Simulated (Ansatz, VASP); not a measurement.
**Mg: VASP beside Ansatz**

```
Mg
1.0
     0.00000    2.65361    5.75080
     1.60353    0.00000    5.75080
     1.60353    2.65361    0.00000
Mg
2
Direct
  0.86623 0.86623 0.13377
  0.13377 0.13377 0.86623
```

Alike in both runs: functional PBE; k mesh 18 × 18 × 18; occupations gaussian, width 0.1 eV; no spin polarisation.

Ansatz relaxed the structure, and its values are those at the end. VASP's run is a single point on that final structure, the one shown.

```csv
,VASP,Ansatz
version,VASP 6.6.1,Ansatz 0.2.0
potentials or method,"VASP PAW PBE potentials, release 64 (Mg), cutoff 520 eV","scalar-relativistic, plane waves, PAW"
valence electrons in the cell,4,20
```

```csv
,VASP,Ansatz,Ansatz less VASP
gap on the k mesh at the Fermi level (eV),none,none,-
pressure (GPa),-0.1,0.0,+0.10
```

A gap of «none» marks a metal or a gap that the smearing closes. VASP's potentials hold 4 valence electrons a cell and Ansatz's 20, so a difference there can come from the potentials and not from the codes.
